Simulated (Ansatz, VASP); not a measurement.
Ga4Sb3P in VASP and in Ansatz

```
P Ga Sb
1.0
     4.35437    0.00000    0.00000
     0.00000    8.71820    0.00000
     0.00000    0.00000    6.13834
P Ga Sb
1 4 3
Direct
  0.00000 0.00000 0.00098
  0.50000 0.00000 0.78670
  0.00000 0.77124 0.23654
  0.50000 0.50000 0.73750
  0.00000 0.22876 0.23654
  0.50000 0.76120 0.50043
  0.00000 0.50000 0.00088
  0.50000 0.23880 0.50043
```

Alike in both runs: task single point; functional PBE; k mesh 6 × 4 × 4; occupations fermi-dirac, width 0.02 eV; no spin polarisation.

|  | VASP | Ansatz |
| --- | --- | --- |
| version | VASP 6.6.1 | Ansatz 0.2.0 |
| potentials or method | VASP PAW PBE potentials, release 64 (P, Ga_d, Sb) | plane waves, PAW |
| plane-wave cutoff (eV) | 520 | 420 |
| valence electrons in the cell | 72 | 102 |

|  | VASP | Ansatz | Ansatz less VASP |
| --- | --- | --- | --- |
| pressure (GPa) | -2.5 | -2.6 | -0.05 |
| rms of the force components (eV/Å) | 0.028 | 0.029 | +0.0004 |

With one functional, cell and mesh, what is left measures potentials, basis and numerics. VASP's potentials hold 72 valence electrons a cell and Ansatz's 102, so a difference there can come from the potentials and not from the codes.

Neither program's run includes spin-orbit coupling.
